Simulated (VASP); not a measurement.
# Al12H in VASP: notebook

Runs on Al12H. Level: PBE. Tasks: single point.

All numbers are computed with VASP 6.6.1; they aren't measurements. Logs are shortened: lines on timing, memory, paths and dates and some standing lists are left out, and cuts for length are marked.

## (1) The cell of the first run

The cell holds a slab with vacuum, 13 atoms: a = 5.714 Å, b = 5.714 Å, c = 21.601 Å, α = 90.00°, β = 90.00°, γ = 120.00°.

## (2) Single point, PBE, collinear spin, ferromagnetic start

The input, INCAR:

```
PREC = Accurate
ENCUT = 520
EDIFF = 1E-6
ISMEAR = 0
SIGMA = 0.1
LREAL = F
LASPH = T
NELM = 150
ALGO = Normal
ISIF = 2
LWAVE = F
LCHARG = F
ISPIN = 2
MAGMOM = 0 0 0 0 0 0 0 0 0 0 0 0 1
LORBIT = 11
LDIPOL = T
IDIPOL = 3
DIPOL = 0.5 0.5 0.299
GGA = PE
NBANDS = 34
```

The input, KPOINTS:

```
Automatic mesh
0
Gamma
  6 6 1
```

The input, POSCAR:

```
Al12H
1.0
    5.7135165838      0.0000000000      0.0000000000
   -2.8567582919      4.9480505065      0.0000000000
    0.0000000000      0.0000000000     21.6013781936
Al H
12 1
Direct
    0.3333333333      0.1666666667      0.1851733702
    0.3333333333      0.6666666667      0.1851733702
    0.8333333333      0.1666666667      0.1851733702
    0.8333333333      0.6666666667      0.1851733702
    0.1666666667      0.3333333333      0.2916813828
    0.1666666667      0.8333333333      0.2916813828
    0.6666666667      0.3333333333      0.2916813828
    0.6666666667      0.8333333333      0.2916813828
    0.0000000000      0.0000000000      0.3981865470
    0.0000000000      0.5000000000      0.3981865470
    0.5000000000      0.0000000000      0.3981865470
    0.5000000000      0.5000000000      0.3981865470
    0.3333333333     -0.3333333333      0.3842985443
```

Potentials or basis: VASP PAW PBE potentials, release 64 (Al, H).

Started as:

```bash
cat potpaw_PBE.64/Al/POTCAR potpaw_PBE.64/H/POTCAR > POTCAR
mpirun -np 1 vasp_std > vasp.out
```

OUTCAR:

```text
PREC = Accurate
   ENCUT = 520
   EDIFF = 1E-6
   ISMEAR = 0
   LREAL = F
   LASPH = T
   NELM = 150
   ISIF = 2
   ISPIN = 2
   LORBIT = 11
   GGA = PE

 ion  position               nearest neighbor table
   1  0.333  0.167  0.185-   5 2.83   6 2.83   7 2.83   4 2.86   2 2.86   2 2.86   4 2.86   3 2.86
                             3 2.86
   2  0.333  0.667  0.185-   6 2.83   5 2.83   8 2.83   3 2.86   1 2.86   1 2.86   3 2.86   4 2.86
                             4 2.86
   3  0.833  0.167  0.185-   7 2.83   8 2.83   5 2.83   4 2.86   2 2.86   4 2.86   2 2.86   1 2.86
                             1 2.86
   4  0.833  0.667  0.185-   8 2.83   7 2.83   6 2.83   3 2.86   1 2.86   3 2.86   1 2.86   2 2.86
                             2 2.86
   5  0.167  0.333  0.292-   9 2.83  12 2.83  10 2.83   1 2.83   2 2.83   3 2.83   8 2.86   6 2.86
                             6 2.86   8 2.86   7 2.86   7 2.86
   6  0.167  0.833  0.292-  10 2.83  11 2.83   9 2.83   2 2.83   1 2.83   4 2.83   7 2.86   5 2.86
                             5 2.86   7 2.86   8 2.86   8 2.86
   7  0.667  0.333  0.292-  11 2.83  10 2.83  12 2.83   3 2.83   4 2.83   1 2.83   8 2.86   6 2.86
                             8 2.86   6 2.86   5 2.86   5 2.86
   8  0.667  0.833  0.292-  12 2.83   9 2.83  11 2.83   4 2.83   3 2.83   2 2.83   7 2.86   5 2.86
                             7 2.86   5 2.86   6 2.86   6 2.86
   9  0.000  0.000  0.398-   5 2.83   8 2.83   6 2.83  10 2.86  12 2.86  10 2.86  12 2.86  11 2.86
                            11 2.86
  10  0.000  0.500  0.398-  13 1.68   6 2.83   7 2.83   5 2.83  11 2.86   9 2.86   9 2.86  11 2.86
                            12 2.86  12 2.86
  11  0.500  0.000  0.398-  13 1.68   7 2.83   6 2.83   8 2.83  12 2.86  10 2.86  12 2.86  10 2.86
                             9 2.86   9 2.86
  12  0.500  0.500  0.398-  13 1.68   8 2.83   5 2.83   7 2.83  11 2.86   9 2.86  11 2.86   9 2.86
                            10 2.86  10 2.86
  13  0.333  0.667  0.384-  11 1.68  10 1.68  12 1.68

  LATTYP: Found a hexagonal cell.
 ALAT       =     5.7135165838
 C/A-ratio  =     3.7807500647

  Lattice vectors:

 A1 = (   5.7135165838,   0.0000000000,   0.0000000000)
 A2 = (  -2.8567582919,   4.9480505065,   0.0000000000)
 A3 = (   0.0000000000,   0.0000000000,  21.6013781936)

Analysis of symmetry for initial positions (statically):
=====================================================================
 Subroutine PRICEL returns:
 Original cell was already a primitive cell.

 Routine SETGRP: Setting up the symmetry group for a
 hexagonal supercell.

 Subroutine GETGRP returns: Found  6 space group operations
 (whereof  6 operations were pure point group operations)
 out of a pool of 24 trial point group operations.

The static configuration has the point symmetry C_3v.

Analysis of symmetry for dynamics (positions and initial velocities):
=====================================================================
 Subroutine PRICEL returns:
 Original cell was already a primitive cell.

 Routine SETGRP: Setting up the symmetry group for a
 hexagonal supercell.

 Subroutine GETGRP returns: Found  6 space group operations
 (whereof  6 operations were pure point group operations)
 out of a pool of 24 trial point group operations.

The dynamic configuration has the point symmetry C_3v.

Analysis of structural, dynamic, and magnetic symmetry:
=====================================================================
 Subroutine PRICEL returns:
 Original cell was already a primitive cell.

 Routine SETGRP: Setting up the symmetry group for a
 hexagonal supercell.

 Subroutine GETGRP returns: Found  6 space group operations
 (whereof  6 operations were pure point group operations)
 out of a pool of 24 trial point group operations.

The overall configuration has the point symmetry C_3v.

 Subroutine INISYM returns: Found  6 space group operations
 (whereof  6 operations are pure point group operations),
 and found     1 'primitive' translations

----------------------------------------------------------------------------------------

                                     Primitive cell

  volume of cell :     610.6876

  direct lattice vectors                    reciprocal lattice vectors
     5.713516584  0.000000000  0.000000000     0.175023558  0.101049898  0.000000000
    -2.856758292  4.948050506  0.000000000     0.000000000  0.202099796  0.000000000
[... 103 lines left out ...]
   EFERMI =   0.00;   METHOD = LEGACY
   ISMEAR =     0;   SIGMA  =   0.10  broadening in eV -4-tet -1-fermi 0-gaus
   EFERMI_NEDOS =   21; number of points for ismear=-14 and -15
   IALGO  =     38    algorithm
   IMIX   =      4    mixing-type and parameters
     AMIX     =   0.40;   BMIX     =  1.00
     AMIX_MAG =   1.60;   BMIX_MAG =  1.00
  volume/ion in A,a.u.               =      46.98       317.01
  Fermi-wavevector in a.u.,A,eV,Ry     =   0.642987  1.215070  5.625093  0.413433
  Thomas-Fermi vector in A             =   1.709838
   LORBIT       =     11    0 simple, 1 ext, 2 COOP (PROOUT), +10 PAW based schemes
   GGA     = PE    functional components
   LHFCALC =     F    Hartree Fock is set to
   AEXX    =    0.0000 exact exchange contribution
   IVDW    =     0    specifies the selected vdW correction
   LEPSILON=     F    determine dielectric tensor
   LRPA    =     F    only Hartree local field effects (RPA)
 spin polarized calculation
 Gauss-broadening in eV      SIGMA  =   0.10
  energy-cutoff  :      520.00
  volume of cell :      610.69
 maximum number of plane-waves:     16489
   NGX = 21   NGY = 21   NGZ = 81

 dipolmoment           0.000000      0.000000      0.079413 electrons x Angstroem

 number of electron      37.0000001 magnetization       0.0000721

 dipolmoment           0.000000      0.000000     -0.002559 electrons x Angstroem

 Free energy of the ion-electron system (eV)
  ---------------------------------------------------
  ext. energy  EPLUGINS =         0.00000000
  ---------------------------------------------------
  free energy    TOTEN  =       -44.48984327 eV

  energy without entropy =      -44.46195546  energy(sigma->0) =      -44.47589937

 E-fermi :   0.0909     XC(G=0):  -4.1377

 val. band max:        0.0637633178   @ k =   0.1667   0.1667   0.0000
 cond. band min:       0.0975686540   @ k =   0.1667   0.1667   0.0000
 fundamental gap:      0.0338053362
 Fermi energy:         0.0908510122

 spin component 1

 k-point     1 :       0.0000    0.0000    0.0000
  band No.  band energies     occupation
      1     -11.1454      1.00000
      2      -9.5526      1.00000
      3      -7.0899      1.00000
      4      -5.9114      1.00000
      5      -4.7853      1.00000
      6      -4.7853      1.00000
[... 220 lines left out ...]
     29       3.2045      0.00000
     30       3.3205      0.00000
 Fermi energy:         0.0908510122

 spin component 2

 k-point     1 :       0.0000    0.0000    0.0000
  band No.  band energies     occupation
      1     -11.1454      1.00000
      2      -9.5526      1.00000
      3      -7.0899      1.00000
      4      -5.9114      1.00000
      5      -4.7853      1.00000
      6      -4.7853      1.00000
[... 220 lines left out ...]
     29       3.2045      0.00000
     30       3.3205      0.00000
 [bands above 30 left out]

------------------------ aborting loop because EDIFF is reached ----------------------------------------

 vacuum level on the upper side and lower side of the slab       (xc-potential included)        -0.006         0.009

  FORCE on cell =-STRESS in cart. coord.  units (eV):
  Direction    XX          YY          ZZ          XY          YZ          ZX
  --------------------------------------------------------------------------------------
  -------------------------------------------------------------------------------------
  Total        0.1688060      0.1688060      1.5285408      0.0000000      0.0000000      0.0000000
  in kB        0.4428731      0.4428731      4.0102232      0.0000000      0.0000000      0.0000000
  external PRESSURE =       1.6319898 kB  Pullay stress =       0.0000000 kB

 VOLUME and BASIS-vectors are now :
 -----------------------------------------------------------------------------
  energy-cutoff  :      520.00
  volume of cell :      610.69
      direct lattice vectors                 reciprocal lattice vectors
     5.713516584  0.000000000  0.000000000     0.175023558  0.101049898  0.000000000
    -2.856758292  4.948050506  0.000000000     0.000000000  0.202099796  0.000000000
     0.000000000  0.000000000 21.601378194     0.000000000  0.000000000  0.046293343

 POSITION                                       TOTAL-FORCE (eV/Angst)
 -----------------------------------------------------------------------------------
      1.42838      0.82468      4.00000        -0.022423     -0.012946     -0.074130
     -0.00000      3.29870      4.00000         0.000000     -0.000000      0.029053
      4.28514      0.82468      4.00000         0.022423     -0.012946     -0.074130
      2.85676      3.29870      4.00000         0.000000      0.025892     -0.074130
      0.00000      1.64935      6.30072         0.000000     -0.131140     -0.114272
     -1.42838      4.12338      6.30072        -0.113570      0.065570     -0.114272
      2.85676      1.64935      6.30072         0.000000     -0.000000      0.055931
      1.42838      4.12338      6.30072         0.113570      0.065570     -0.114272
      0.00000      0.00000      8.60138         0.000000      0.000000      0.059719
     -1.42838      2.47403      8.60138        -1.081614     -0.624470      0.142002
      2.85676      0.00000      8.60138        -0.000000      1.248941      0.142002
      1.42838      2.47403      8.60138         1.081614     -0.624470      0.142002
     -0.00000      3.29870      8.30138         0.000000      0.000000     -0.005499
 -----------------------------------------------------------------------------------
    total drift:                                0.000000      0.000000     -0.000020

  FREE ENERGIE OF THE ION-ELECTRON SYSTEM (eV)
  ---------------------------------------------------
  free  energy   TOTEN  =       -44.4898432698 eV

  energy  without entropy=      -44.4619554638  energy(sigma->0) =      -44.47589937

 vacuum level on the upper side and lower side of the slab         3.927         3.944

 total charge

# of ion       s       p       d       tot
------------------------------------------
    1        0.451   0.312   0.000   0.763
    2        0.449   0.312   0.000   0.760
    3        0.451   0.312   0.000   0.763
    4        0.451   0.312   0.000   0.763
    5        0.431   0.350   0.000   0.781
    6        0.431   0.350   0.000   0.781
    7        0.429   0.346   0.000   0.775
    8        0.431   0.350   0.000   0.781
    9        0.432   0.323   0.000   0.755
   10        0.453   0.325   0.000   0.778
   11        0.453   0.325   0.000   0.778
   12        0.453   0.325   0.000   0.778
   13        0.610   0.030   0.000   0.640
--------------------------------------------------
tot          5.925   3.974   0.000   9.899

 magnetization (x)

# of ion       s       p       d       tot
------------------------------------------
    1       -0.000   0.000   0.000  -0.000
    2       -0.000   0.000   0.000  -0.000
    3       -0.000   0.000   0.000  -0.000
    4       -0.000   0.000   0.000  -0.000
    5       -0.000   0.000   0.000   0.000
    6       -0.000   0.000   0.000   0.000
    7        0.000   0.000   0.000   0.000
    8       -0.000   0.000   0.000   0.000
    9       -0.000  -0.000   0.000  -0.000
   10        0.000   0.000   0.000   0.000
   11        0.000   0.000   0.000   0.000
   12        0.000   0.000   0.000   0.000
   13       -0.000   0.000   0.000  -0.000
--------------------------------------------------
tot          0.000   0.000   0.000   0.000
```

Wall time 13 min (1 thread of Intel Xeon 6975P-C, shared host); peak memory 0.92 GiB.

What came out:

* Free energy: -44.4898 eV
* Largest force: 1.257 eV/Å
* Net moment: 0.00 μB per cell
* Valence electrons inside the program's atomic spheres: Al 0.76, 0.78; H 0.64

Forces on the atoms (eV/Å):
```
Al  -0.022 -0.013 -0.074
Al   0.000  0.000  0.029
Al   0.022 -0.013 -0.074
Al   0.000  0.026 -0.074
Al   0.000 -0.131 -0.114
Al  -0.114  0.066 -0.114
Al   0.000  0.000  0.056
Al   0.114  0.066 -0.114
Al   0.000  0.000  0.060
Al  -1.082 -0.624  0.142
Al   0.000  1.249  0.142
Al   1.082 -0.624  0.142
H    0.000  0.000 -0.005
```

## (3) Single point, PBE, collinear spin, ferromagnetic start

The input, INCAR:

```
ALGO = Normal
DIPOL = 0.5 0.5 0.302
EDIFF = 1E-6
ENCUT = 520
GGA = PE
IDIPOL = 3
ISIF = 2
ISMEAR = 0
ISPIN = 2
LASPH = T
LCHARG = F
LDIPOL = T
LORBIT = 11
LREAL = F
LWAVE = F
MAGMOM = 0 0 0 0 0 0 0 0 0 0 0 0 1
NBANDS = 34
NELM = 150
PREC = Accurate
SIGMA = 0.1
```

The input, KPOINTS:

```
k-points
0
Gamma
  6 6 1
```

POSCAR, as its differences from that of step 2:

```diff
@@ -20,2 +20,2 @@
     0.5000000000      0.5000000000      0.3981865470
-    0.3333333333     -0.3333333333      0.3842985443
+    0.3333333333     -0.3333333333      0.4301289534
```

Potentials or basis: VASP PAW PBE potentials, release 64 (Al, H).

Started as:

```bash
cat potpaw_PBE.64/Al/POTCAR potpaw_PBE.64/H/POTCAR > POTCAR
mpirun -np 1 vasp_std > vasp.out
```

It took 12 min on 1 thread of Intel Xeon 6975P-C, shared host; peak memory 0.92 GiB.

It converged, with:

- Free energy: -45.1755 eV
- Largest force: 0.872 eV/Å
- Net moment: 0.00 μB per cell
- Valence electrons inside the program's atomic spheres: Al 0.76, 0.78, 0.77; H 0.59

Forces in eV/Å, atoms in the order of the input:
```
Al  -0.053 -0.030 -0.075
Al   0.000  0.000  0.048
Al   0.053 -0.030 -0.075
Al   0.000  0.061 -0.075
Al   0.000  0.019  0.095
Al   0.016 -0.009  0.095
Al   0.000  0.000 -0.014
Al  -0.016 -0.009  0.095
Al   0.000  0.000  0.067
Al  -0.727 -0.420 -0.239
Al   0.000  0.839 -0.239
Al   0.727 -0.420 -0.239
H    0.000  0.000  0.557
```

Levels at points of the mesh, in eV from the Fermi level:
Spin up:
| k point | band 14 | band 15 | band 16 | band 17 | band 18 | band 19 | band 20 | band 21 | band 22 | band 23 |
| --- | --- | --- | --- | --- | --- | --- | --- | --- | --- | --- |
| (0.00, 0.00, 0.00) | -3.06 | -2.84 | -2.84 | -1.39 | -0.56 | -0.56 | -0.32 | -0.32 | -0.24 | 0.31 |
| (0.50, 0.00, 0.00) | -1.75 | -0.84 | -0.59 | -0.48 | -0.31 | 0.45 | 0.84 | 1.06 | 1.09 | 1.34 |
Spin down:
```
           k point  band 15  band 16  band 17  band 18  band 19  band 20  band 21  band 22
(0.00, 0.00, 0.00)    -2.84    -2.84    -1.39    -0.56    -0.56    -0.32    -0.32    -0.24
(0.50, 0.00, 0.00)    -0.84    -0.59    -0.48    -0.31     0.45     0.84     1.06     1.09
```

## (4) Single point, PBE, collinear spin, ferromagnetic start

The input, INCAR:

```
PREC = Accurate ; ENCUT = 520
EDIFF = 1E-6 ; ISMEAR = 0
SIGMA = 0.1 ; LREAL = False
LASPH = True ; NELM = 150
ALGO = Normal ; ISIF = 2
LWAVE = False ; LCHARG = False
ISPIN = 2 ; MAGMOM = 0 0 0 0 0 0 0 0 0 0 0 0 1
LORBIT = 11 ; LDIPOL = True
IDIPOL = 3 ; DIPOL = 0.5 0.5 0.304
GGA = PE ; NBANDS = 34
```

The input, KPOINTS:

```
Automatic mesh
0
Gamma
  6 6 1
```

POSCAR, as its differences from that of step 3:

```diff
@@ -20,2 +20,2 @@
     0.5000000000      0.5000000000      0.3981865470
-    0.3333333333     -0.3333333333      0.4301289534
+    0.0000000000      0.0000000000      0.4528126912
```

Started as:

```bash
cat potpaw_PBE.64/Al/POTCAR potpaw_PBE.64/H/POTCAR > POTCAR
mpirun -np 1 vasp_std > vasp.out
```

Run time: 11 min. Hardware: 1 thread of Intel Xeon Platinum 8488C (Sapphire Rapids), shared host; peak memory 0.93 GiB.

It converged, with:

| Quantity | Value |
| --- | --- |
| Free energy | -42.9943 eV |
| Largest force | 12.951 eV/Å |
| Net moment | 0.00 μB per cell |
| Valence electrons inside the program's atomic spheres | Al 0.77, 0.76, 0.78, 0.96; H 0.72 |

Forces in eV/Å, atoms in the order of the input:
```
Al    0.035   0.020  -0.082
Al    0.000   0.000  -0.037
Al   -0.035   0.020  -0.082
Al    0.000  -0.040  -0.082
Al    0.000   0.184   0.122
Al    0.159  -0.092   0.122
Al    0.000   0.000  -0.077
Al   -0.159  -0.092   0.122
Al    0.000   0.000 -12.328
Al   -0.083  -0.048  -0.210
Al    0.000   0.096  -0.210
Al    0.083  -0.048  -0.210
H     0.000   0.000  12.951
```

Levels at points of the mesh, in eV from the Fermi level:
Spin up:
```tsv
k point	band 15	band 16	band 17	band 18	band 19	band 20	band 21	band 22	band 23	band 24
(0.00, 0.00, 0.00)	-2.76	-2.76	-1.86	-0.39	-0.39	-0.24	-0.17	-0.17	0.34	1.48
(0.50, 0.00, 0.00)	-0.61	-0.53	-0.50	-0.25	-0.01	0.92	1.00	1.31	1.44	1.62
```
Spin down:
| k point | band 15 | band 16 | band 17 | band 18 | band 19 | band 20 | band 21 | band 22 | band 23 | band 24 |
| --- | --- | --- | --- | --- | --- | --- | --- | --- | --- | --- |
| (0.00, 0.00, 0.00) | -2.76 | -2.76 | -1.86 | -0.39 | -0.39 | -0.24 | -0.17 | -0.17 | 0.34 | 1.48 |
| (0.50, 0.00, 0.00) | -0.61 | -0.53 | -0.50 | -0.25 | -0.01 | 0.92 | 1.00 | 1.31 | 1.44 | 1.62 |

## (5) Single point, PBE, collinear spin, ferromagnetic start

The input, INCAR:

```
SYSTEM = Al12H
PREC = Accurate
ENCUT = 520
EDIFF = 1E-7
ISMEAR = 0
SIGMA = 0.1
LREAL = .FALSE.
LASPH = .TRUE.
NELM = 150
ALGO = Normal
ISIF = 2
LWAVE = .FALSE.
LCHARG = .FALSE.
ISPIN = 2
MAGMOM = 0 0 0 0 0 0 0 0 0 0 0 0 1
LORBIT = 11
LDIPOL = .TRUE.
IDIPOL = 3
DIPOL = 0.5 0.5 0.307
GGA = PE
NBANDS = 34
```

The input, KPOINTS:

```
Automatic mesh
0
G
  6 6 1
  0 0 0
```

POSCAR, as its differences from that of step 4:

```diff
@@ -20,2 +20,2 @@
     0.5000000000      0.5000000000      0.3981865470
-    0.0000000000      0.0000000000      0.4528126912
+    0.0000000000      0.0000000000      0.4940137661
```

Started as:

```bash
cat potpaw_PBE.64/Al/POTCAR potpaw_PBE.64/H/POTCAR > POTCAR
mpirun -np 1 vasp_std > vasp.out
```

It took 12 min on 1 thread of Intel Xeon Platinum 8488C (Sapphire Rapids), shared host; peak memory 0.93 GiB.

It converged, with:

```yaml
Free_energy: -44.5324 eV
Largest_force: 2.243 eV/Å
Net_moment: 0.00 μB per cell
Valence_electrons_inside_the_program's_atomic_spheres: Al 0.76, 0.78, 0.74, 0.77; H 0.44
```

Forces in eV/Å, atoms in the order of the input:
```
Al   0.066  0.038 -0.086
Al   0.000  0.000 -0.048
Al  -0.066  0.038 -0.086
Al   0.000 -0.076 -0.086
Al   0.000  0.200  0.063
Al   0.173 -0.100  0.063
Al   0.000  0.000 -0.088
Al  -0.173 -0.100  0.063
Al   0.000  0.000  2.243
Al  -0.049 -0.028 -0.081
Al   0.000  0.057 -0.081
Al   0.049 -0.028 -0.081
H    0.000  0.000 -1.794
```

Levels at points of the mesh, in eV from the Fermi level:
Spin up:
```csv
k point,band 15,band 16,band 17,band 18,band 19,band 20,band 21,band 22,band 23,band 24
"(0.00, 0.00, 0.00)",-2.75,-2.75,-1.42,-0.38,-0.38,-0.24,-0.15,-0.15,0.14,1.38
"(0.50, 0.00, 0.00)",-0.53,-0.53,-0.47,-0.25,-0.07,0.93,0.97,1.34,1.43,1.63
```
Spin down:
```csv
k point,band 15,band 16,band 17,band 18,band 19,band 20,band 21,band 22,band 23,band 24
"(0.00, 0.00, 0.00)",-2.75,-2.75,-1.42,-0.38,-0.38,-0.24,-0.15,-0.15,0.14,1.38
"(0.50, 0.00, 0.00)",-0.53,-0.53,-0.47,-0.25,-0.07,0.93,0.97,1.34,1.43,1.63
```
